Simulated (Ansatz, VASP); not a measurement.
**Two plane-wave programs on Li2S**

Contents of POSCAR:

```
Li2S
1.0
    0.0000000000      2.8962988300      2.8962988300
    2.8962988300      0.0000000000      2.8962988300
    2.8962988300      2.8962988300      0.0000000000
Li S
2 1
Direct
    0.2500000000      0.2500000000      0.2500000000
    0.7500000000      0.7500000000      0.7500000000
    0.0000000000      0.0000000000      0.0000000000
```

The input INCAR.step1:

```
  PREC = Accurate
  ENCUT = 830
  ISMEAR = -1
  SIGMA = 0.1
  LREAL = False
  LASPH = True
  NELM = 120
  NBANDS = 13
  GGA = PE
  ALGO = Normal
  EDIFF = 1E-5
  LWAVE = True
  LCHARG = False
  GGA_COMPAT = False
```

File INCAR.step2:

```
  PREC = Accurate
  ENCUT = 830
  EDIFF = 1E-6
  ISMEAR = -1
  SIGMA = 0.1
  LREAL = False
  LASPH = True
  NELM = 120
  ALGO = Normal
  ISIF = 2
  LWAVE = False
  LCHARG = True
  METAGGA = R2SCAN
  LMIXTAU = True
  LELF = True
  LVHAR = True
  NBANDS = 13
  ISTART = 1
  GGA_COMPAT = False
```

The input KPOINTS:

```
regular mesh
0
Gamma
  8 8 8
```

Input for Ansatz:

```yaml
crystal:
  lattice:
    - [0.0, 2.89629883, 2.89629883]
    - [2.89629883, 0.0, 2.89629883]
    - [2.89629883, 2.89629883, 0.0]
  atoms:
    - { symbol: Li, position: [0.25, 0.25, 0.25] }
    - { symbol: Li, position: [0.75, 0.75, 0.75] }
    - { symbol: S, position: [0.0, 0.0, 0.0] }
  symmetry: { tolerance: 0.0003 }
kpoints:
  mp_grid: { grid: [8, 8, 8], shift: [0, 0, 0] }
  band_path:
    path:
      - [0.0, 0.0, 0.0]
      - [0.5, 0.0, 0.5]
      - [0.625, 0.25, 0.625]
      - [0.375, 0.375, 0.75]
      - [0.0, 0.0, 0.0]
      - [0.5, 0.5, 0.5]
      - [0.5, 0.25, 0.75]
      - [0.5, 0.0, 0.5]
    npoints: 8
magnetization:
  spin_polarized: false
scf:
  occupations: { method: fermi_dirac }
  lower_state_search: "off"
  max_iter: 200
hamiltonian:
  pseudopotentials: { kind: paw }
  xc: r2scan
basis:
  ecutwfc: 500
  fft_grid_basis: typed
output:
  forces: true
  stress: true
  eigenvalues: true
  bader: true
  populations: true
  elf: true
  write_potential: true
  volumetric_format: npy
  dos:
    e_range: [-12, 8]
    de: 0.05
    projected: { site_lists: { Li: [Li], S: [S] } }
checkpoint:
  read: saved_state
```

Alike in both runs: task single point; functional r2SCAN; k mesh 8 × 8 × 8; no spin polarisation.

|  | VASP | Ansatz |
| --- | --- | --- |
| version | VASP 6.6.1 | Ansatz 0.2.0 |
| potentials or method | VASP PAW PBE potentials, release 64 (Li_sv, S), cutoff 830 eV | PAW plane waves |
| occupations | fermi-dirac, width 0.1 eV | fermi-dirac |
| valence electrons in the cell | 12 | 12 |

|  | VASP | Ansatz | Ansatz less VASP |
| --- | --- | --- | --- |
| gap on the k mesh at the Fermi level (eV) | 3.88 | 3.90 | +0.019 |
| pressure (GPa) | -2.3 | -2.0 | +0.23 |

VASP's potentials were made for PBE, not for r2SCAN.
